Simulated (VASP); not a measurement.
# ZrTi5C6 (Pmmm) in VASP: single point with PBE

Aim: the single point of ZrTi5C6 with PBE.

Everything below comes from runs of VASP 6.6.1. Logs are shortened: lines on timing, memory, paths and dates and some standing lists are left out, and cuts for length are marked.

### Step 1. The cell of the first run

Symmetry: Pmmm, No. 47, orthorhombic system. The conventional cell has a = 3.113 Å, b = 4.411 Å, c = 9.340 Å, α = 90.00°, β = 90.00°, γ = 90.00°. Within 2.9 Å of Zr (site symmetry mmm) lie 6 C at 2.21 to 2.28 Å. Ti (site symmetry mm2) has 6 C at 2.16 to 2.21 Å within 2.9 Å. Within 2.9 Å of Ti (site symmetry mm2) lie 6 C at 2.18 to 2.24 Å. Within 2.9 Å of Ti (site symmetry mmm) lie 6 C at 2.18 to 2.21 Å. C (site symmetry mm2) has 6 Ti at 2.18 to 2.21 Å within 2.9 Å. Within 3.4 Å of C (site symmetry mm2) lie 4 Ti at 2.16 to 2.21 Å and 2 Zr at 2.28 Å and 12 C at 3.01 to 3.32 Å. C (site symmetry mmm) has 2 Zr at 2.21 Å and 4 Ti at 2.24 Å within 2.9 Å. Within 3.2 Å of C (site symmetry mmm) lie 6 Ti at 2.17 to 2.21 Å and 12 C at 3.01 to 3.11 Å.

### Step 2. Single point, PBE

File INCAR:

```
ALGO = Normal ; EDIFF = 1E-6
ENCUT = 520 ; GGA = PE
ISIF = 2 ; ISMEAR = 0
LASPH = T ; LCHARG = T
LELF = T ; LREAL = F
LVHAR = T ; LWAVE = F
NBANDS = 60 ; NELM = 80
PREC = Accurate ; SIGMA = 0.1
```

File KPOINTS:

```
k-points
0
Gamma
  12 8 4
```

File POSCAR:

```
ZrTi5C6
1.0
    3.1125762022      0.0000000000      0.0000000000
    0.0000000000      4.4111147737      0.0000000000
    0.0000000000      0.0000000000      9.3400197618
Zr Ti C
1 5 6
Direct
    0.0000000000      0.0000000000      0.0000000000
    0.0000000000      0.0000000000      0.6619589076
    0.5000000000      0.5000000000      0.8273114916
    0.5000000000      0.5000000000      0.1726885084
    0.0000000000      0.0000000000      0.3380410924
    0.5000000000      0.5000000000      0.5000000000
    0.0000000000      0.5000000000      0.6639434972
    0.5000000000      0.0000000000      0.8223035053
    0.0000000000      0.5000000000      0.0000000000
    0.5000000000      0.0000000000      0.1776964947
    0.0000000000      0.5000000000      0.3360565028
    0.5000000000      0.0000000000      0.5000000000
```

Potentials or basis: VASP PAW PBE potentials, release 64 (Zr_sv, Ti_sv, C).

On the command line:

```sh
> cat potpaw_PBE.64/Zr_sv/POTCAR potpaw_PBE.64/Ti_sv/POTCAR potpaw_PBE.64/C/POTCAR > POTCAR
> mpirun -np 1 vasp_std > vasp.out
```

OUTCAR:

```text
EDIFF = 1E-6
   ENCUT = 520
   GGA = PE
   ISIF = 2
   ISMEAR = 0
   LASPH = T
   LREAL = F
   NELM = 80
   PREC = Accurate

 ion  position               nearest neighbor table
   1  0.000  0.000  0.000-   9 2.21   9 2.21  10 2.28   8 2.28   8 2.28  10 2.28   4 3.14   4 3.14
                             3 3.14   4 3.14   3 3.14   3 3.14   3 3.14   4 3.14   2 3.16   5 3.16
   2  0.000  0.000  0.662-   8 2.16   8 2.16  12 2.17  12 2.17   7 2.21   7 2.21   1 3.16
   3  0.500  0.500  0.827-   7 2.18   7 2.18   8 2.21   8 2.21   9 2.24   9 2.24   1 3.14   1 3.14
                             1 3.14   1 3.14
   4  0.500  0.500  0.173-  11 2.18  11 2.18  10 2.21  10 2.21   9 2.24   9 2.24   1 3.14   1 3.14
                             1 3.14   1 3.14
   5  0.000  0.000  0.338-  10 2.16  10 2.16  12 2.17  12 2.17  11 2.21  11 2.21   1 3.16
   6  0.500  0.500  0.500-   7 2.18  11 2.18   7 2.18  11 2.18  12 2.21  12 2.21
   7  0.000  0.500  0.664-   3 2.18   3 2.18   6 2.18   6 2.18   2 2.21   2 2.21
   8  0.500  0.000  0.822-   2 2.16   2 2.16   3 2.21   3 2.21   1 2.28   1 2.28
   9  0.000  0.500  0.000-   1 2.21   1 2.21   4 2.24   3 2.24   3 2.24   4 2.24
  10  0.500  0.000  0.178-   5 2.16   5 2.16   4 2.21   4 2.21   1 2.28   1 2.28
  11  0.000  0.500  0.336-   4 2.18   4 2.18   6 2.18   6 2.18   5 2.21   5 2.21
  12  0.500  0.000  0.500-   2 2.17   5 2.17   2 2.17   5 2.17   6 2.21   6 2.21

  LATTYP: Found a simple orthorhombic cell.
 ALAT       =     3.1125762022
 B/A-ratio  =     1.4171909335
 C/A-ratio  =     3.0007360961

  Lattice vectors:

 A1 = (   3.1125762022,   0.0000000000,   0.0000000000)
 A2 = (   0.0000000000,   4.4111147737,   0.0000000000)
 A3 = (   0.0000000000,   0.0000000000,   9.3400197618)

Analysis of symmetry for initial positions (statically):
=====================================================================
 Subroutine PRICEL returns:
 Original cell was already a primitive cell.

 Routine SETGRP: Setting up the symmetry group for a
 simple orthorhombic supercell.

 Subroutine GETGRP returns: Found  8 space group operations
 (whereof  8 operations were pure point group operations)
 out of a pool of  8 trial point group operations.

The static configuration has the point symmetry D_2h.

Analysis of symmetry for dynamics (positions and initial velocities):
=====================================================================
 Subroutine PRICEL returns:
 Original cell was already a primitive cell.

 Routine SETGRP: Setting up the symmetry group for a
 simple orthorhombic supercell.

 Subroutine GETGRP returns: Found  8 space group operations
 (whereof  8 operations were pure point group operations)
 out of a pool of  8 trial point group operations.

The dynamic configuration has the point symmetry D_2h.

 Subroutine INISYM returns: Found  8 space group operations
 (whereof  8 operations are pure point group operations),
 and found     1 'primitive' translations

----------------------------------------------------------------------------------------

                                     Primitive cell

  volume of cell :     128.2378

  direct lattice vectors                    reciprocal lattice vectors
     3.112576202  0.000000000  0.000000000     0.321277275  0.000000000  0.000000000
     0.000000000  4.411114774  0.000000000     0.000000000  0.226700064  0.000000000
     0.000000000  0.000000000  9.340019762     0.000000000  0.000000000  0.107066155

  length of vectors
     3.112576202  4.411114774  9.340019762     0.321277275  0.226700064  0.107066155

  position of ions in fractional coordinates (direct lattice)
     0.000000000  0.000000000  0.000000000
     0.000000000  0.000000000  0.661958908
     0.500000000  0.500000000  0.827311492
     0.500000000  0.500000000  0.172688508
     0.000000000  0.000000000  0.338041092
     0.500000000  0.500000000  0.500000000
     0.000000000  0.500000000  0.663943497
     0.500000000  0.000000000  0.822303505
     0.000000000  0.500000000  0.000000000
     0.500000000  0.000000000  0.177696495
     0.000000000  0.500000000  0.336056503
     0.500000000  0.000000000  0.500000000

  ion indices of the primitive-cell ions
   primitive index   ion index
                 1           1
                 2           2
                 3           3
                 4           4
                 5           5
                 6           6
                 7           7
                 8           8
                 9           9
                10          10
                11          11
                12          12

----------------------------------------------------------------------------------------

 KPOINTS: k-points

Automatic generation of k-mesh.
 Grid dimensions read from file:
 generate k-points for:   12    8    4

 Generating k-lattice:

  Cartesian coordinates                     Fractional coordinates (reciprocal lattice)
     0.026773106  0.000000000  0.000000000     0.083333333  0.000000000  0.000000000
     0.000000000  0.028337508  0.000000000     0.000000000  0.125000000  0.000000000
     0.000000000  0.000000000  0.026766539     0.000000000  0.000000000  0.250000000

  Length of vectors
     0.026773106  0.028337508  0.026766539

  Shift w.r.t. Gamma in fractional coordinates (k-lattice)
     0.000000000  0.000000000  0.000000000

 Subroutine IBZKPT returns following result:
 ===========================================

 Found    105 irreducible k-points:

 Following reciprocal coordinates:
            Coordinates               Weight
  0.000000  0.000000  0.000000      1.000000
  0.083333  0.000000  0.000000      2.000000
  0.166667  0.000000  0.000000      2.000000
  0.250000  0.000000  0.000000      2.000000
  0.333333  0.000000  0.000000      2.000000
  0.416667  0.000000  0.000000      2.000000
[... 16 lines left out ...]
  0.083333  0.375000  0.000000      4.000000
  0.166667  0.375000  0.000000      4.000000
 [... further k-points ...]
   k-points           NKPTS =    105   k-points in BZ     NKDIM =    105   number of bands    NBANDS=     60
   number of dos      NEDOS =    301   number of ions     NIONS =     12
   total plane-waves  NPLWV =  60480
   dimension x,y,z NGX =    24 NGY =   36 NGZ =   70
   dimension x,y,z NGXF=    48 NGYF=   72 NGZF=  140
   ions per type =               1   5   6
   NGX,Y,Z   is equivalent  to a cutoff of  12.82, 13.57, 12.46 a.u.
   NGXF,Y,Z  is equivalent  to a cutoff of  25.64, 27.14, 24.92 a.u.
 SYSTEM =  unknown system
   PREC   = accura    normal or accurate (medium, high low for compatibility)
   ISTART =      0    job   : 0-new  1-cont  2-samecut
   ICHARG =      2    charge: 1-file 2-atom 10-const
   ISPIN  =      1    spin polarized calculation?
   LNONCOLLINEAR =      F non collinear calculations
   LSORBIT =      F    spin-orbit coupling
   LASPH  =      T    aspherical Exc in radial PAW
   ENCUT  =  520.0 eV  38.22 Ry    6.18 a.u.   5.79  8.20 17.37*2*pi/ulx,y,z
   NELM   =     80;   NELMIN=  2; NELMDL= -5     # of ELM steps
   EDIFF  = 0.1E-05   stopping-criterion for ELM
   LREAL  =      F    real-space projection
   EDIFFG = 0.1E-04   stopping-criterion for IOM
   NSW    =      0    number of steps for IOM
   IBRION =     -1    ionic relax: 0-MD 1-quasi-New 2-CG
   NFREE  =      0    steps in history (QN), initial steepest desc. (CG)
   ISIF   =      2    stress and relaxation
   ISYM   =      2    0-nonsym 1-usesym 2-fastsym
   POTIM  = 0.5000    time-step for ionic-motion
   TEBEG  =    0.0;   TEEND  =   0.0 temperature during run
   PSTRESS=    0.0 pullay stress
   NELECT =      96.0000    total number of electrons
   NUPDOWN=      -1.0000    fix difference up-down
   EMIN   =  10.00;   EMAX   =-10.00  energy-range for DOS
   EFERMI =   0.00;   METHOD = LEGACY
   ISMEAR =     0;   SIGMA  =   0.10  broadening in eV -4-tet -1-fermi 0-gaus
   EFERMI_NEDOS =   21; number of points for ismear=-14 and -15
   IALGO  =     38    algorithm
   IMIX   =      4    mixing-type and parameters
     AMIX     =   0.40;   BMIX     =  1.00
     AMIX_MAG =   1.60;   BMIX_MAG =  1.00
  volume/ion in A,a.u.               =      10.69        72.12
  Fermi-wavevector in a.u.,A,eV,Ry     =   1.486483  2.809045 30.063853  2.209631
  Thomas-Fermi vector in A             =   2.599763
   LORBIT       =      0    0 simple, 1 ext, 2 COOP (PROOUT), +10 PAW based schemes
   GGA     = PE    functional components
   LHFCALC =     F    Hartree Fock is set to
   AEXX    =    0.0000 exact exchange contribution
   IVDW    =     0    specifies the selected vdW correction
   LEPSILON=     F    determine dielectric tensor
   LRPA    =     F    only Hartree local field effects (RPA)
 non-spin polarized calculation
 Gauss-broadening in eV      SIGMA  =   0.10
  energy-cutoff  :      520.00
  volume of cell :      128.24
 maximum number of plane-waves:      3480
 NGX is ok and might be reduce to    24
   NGX = 11   NGY = 17   NGZ = 35

 number of electron      96.0000004 magnetization

 Free energy of the ion-electron system (eV)
  ---------------------------------------------------
  ext. energy  EPLUGINS =         0.00000000
  ---------------------------------------------------
  free energy    TOTEN  =      -112.47969847 eV

  energy without entropy =     -112.47211420  energy(sigma->0) =     -112.47590634

 E-fermi :   9.4102     XC(G=0): -12.5560

 val. band max:        9.3967210431   @ k =   0.4167   0.0000   0.5000
 cond. band min:       9.4608924074   @ k =   0.0000   0.1250   0.2500
 fundamental gap:      0.0641713643
 Fermi energy:         9.4101918982

 k-point     1 :       0.0000    0.0000    0.0000
  band No.  band energies     occupation
      1     -47.3077      2.00000
      2     -47.2968      2.00000
      3     -47.2630      2.00000
      4     -47.1804      2.00000
      5     -47.1771      2.00000
      6     -38.2352      2.00000
[... 52 lines left out ...]
     59      11.7799      0.00000
     60      12.0914      0.00000

 k-point     2 :       0.0833    0.0000    0.0000
  band No.  band energies     occupation
      1     -47.3060      2.00000
      2     -47.2952      2.00000
      3     -47.2613      2.00000
      4     -47.1799      2.00000
      5     -47.1760      2.00000
      6     -38.2302      2.00000
[... 52 lines left out ...]
     59      12.0416      0.00000
     60      12.3230      0.00000

 k-point     3 :       0.1667    0.0000    0.0000
  band No.  band energies     occupation
      1     -47.3012      2.00000
      2     -47.2911      2.00000
      3     -47.2566      2.00000
      4     -47.1785      2.00000
      5     -47.1730      2.00000
      6     -38.2166      2.00000
[... 1312 lines left out ...]
     59      12.3059      0.00000
     60      12.3802      0.00000

 k-point    24 :       0.1667    0.3750    0.0000
  band No.  band energies     occupation
      1     -47.2971      2.00000
      2     -47.2888      2.00000
      3     -47.2515      2.00000
      4     -47.1876      2.00000
      5     -47.1751      2.00000
      6     -38.2164      2.00000
[... 52 lines left out ...]
     59      12.2947      0.00000
     60      12.4175      0.00000

 [... further k-points ...]
[... 5 lines left out ...]
  --------------------------------------------------------------------------------------
  -------------------------------------------------------------------------------------
  Total        0.2125652      0.2339717      0.2011390     -0.0000000      0.0000000      0.0000000
  in kB        2.6557460      2.9231949      2.5129893     -0.0000000      0.0000000      0.0000000
  external PRESSURE =       2.6973100 kB  Pullay stress =       0.0000000 kB

 VOLUME and BASIS-vectors are now :
 -----------------------------------------------------------------------------
  energy-cutoff  :      520.00
  volume of cell :      128.24
      direct lattice vectors                 reciprocal lattice vectors
     3.112576202  0.000000000  0.000000000     0.321277275  0.000000000  0.000000000
     0.000000000  4.411114774  0.000000000     0.000000000  0.226700064  0.000000000
     0.000000000  0.000000000  9.340019762     0.000000000  0.000000000  0.107066155

 POSITION                                       TOTAL-FORCE (eV/Angst)
 -----------------------------------------------------------------------------------
      0.00000      0.00000      0.00000        -0.000000     -0.000000      0.000000
      0.00000      0.00000      6.18271         0.000000     -0.000000     -0.001992
      1.55629      2.20556      7.72711        -0.000000     -0.000000      0.005623
      1.55629      2.20556      1.61291        -0.000000     -0.000000     -0.005623
      0.00000      0.00000      3.15731        -0.000000     -0.000000      0.001992
      1.55629      2.20556      4.67001        -0.000000     -0.000000      0.000000
      0.00000      2.20556      6.20125        -0.000000      0.000000     -0.004428
      1.55629      0.00000      7.68033        -0.000000     -0.000000     -0.006922
      0.00000      2.20556      0.00000        -0.000000     -0.000000      0.000000
      1.55629      0.00000      1.65969        -0.000000     -0.000000      0.006922
      0.00000      2.20556      3.13877        -0.000000     -0.000000      0.004428
      1.55629      0.00000      4.67001        -0.000000     -0.000000      0.000000
 -----------------------------------------------------------------------------------
    total drift:                                0.000000     -0.000000     -0.000000

  FREE ENERGIE OF THE ION-ELECTRON SYSTEM (eV)
  ---------------------------------------------------
  free  energy   TOTEN  =      -112.4796984690 eV

  energy  without entropy=     -112.4721142040  energy(sigma->0) =     -112.47590634
```

It took 15 min on 1 thread of Intel Xeon Platinum 8488C (Sapphire Rapids), shared host; peak memory 0.67 GiB.

Results:

| Property | Result |
| --- | --- |
| Free energy | -112.4797 eV |
| Pressure | 0.3 GPa |
| Largest force | 0.007 eV/Å |
| Band gap on the k mesh | zero (bands 48 and 49 overlap by 1.08 eV) |

Forces on the atoms (eV/Å):
```
Zr   0.000  0.000  0.000
Ti   0.000  0.000 -0.002
Ti   0.000  0.000  0.006
Ti   0.000  0.000 -0.006
Ti   0.000  0.000  0.002
Ti   0.000  0.000  0.000
C    0.000  0.000 -0.004
C    0.000  0.000 -0.007
C    0.000  0.000  0.000
C    0.000  0.000  0.007
C    0.000  0.000  0.004
C    0.000  0.000  0.000
```

Levels at points of the mesh, in eV from the Fermi level:
| k point | band 44 | band 45 | band 46 | band 47 | band 48 | band 49 | band 50 | band 51 | band 52 | band 53 |
| --- | --- | --- | --- | --- | --- | --- | --- | --- | --- | --- |
| (0.00, 0.00, 0.00) | -1.49 | -0.05 | -0.04 | 0.67 | 0.68 | 0.70 | 1.30 | 1.46 | 1.46 | 1.49 |
| (0.50, 0.00, 0.00) | -1.62 | -1.08 | -1.04 | -1.00 | -0.79 | 0.41 | 0.45 | 0.66 | 0.75 | 1.96 |
| (0.00, 0.50, 0.00) | -2.38 | -0.65 | -0.60 | -0.48 | -0.46 | -0.40 | -0.35 | 1.98 | 2.01 | 2.25 |
| (0.50, 0.50, 0.00) | -2.49 | -2.38 | -2.35 | -2.35 | -2.13 | 2.38 | 2.40 | 2.44 | 2.47 | 2.47 |
| (0.00, 0.00, 0.50) | -0.78 | -0.60 | -0.49 | -0.45 | -0.32 | 0.53 | 0.77 | 0.86 | 0.98 | 1.33 |
| (0.50, 0.00, 0.50) | -1.87 | -1.66 | -1.63 | -0.21 | -0.06 | -0.06 | 0.23 | 1.42 | 1.47 | 1.63 |
| (0.00, 0.50, 0.50) | -1.95 | -1.41 | -1.37 | -1.33 | -1.31 | 0.67 | 0.80 | 0.99 | 1.08 | 2.38 |
| (0.50, 0.50, 0.50) | -2.64 | -2.58 | -2.56 | -2.55 | -2.29 | 2.47 | 2.53 | 2.53 | 2.54 | 2.56 |

The gap in the log of VASP goes by the Fermi energy; the results here count the filled bands.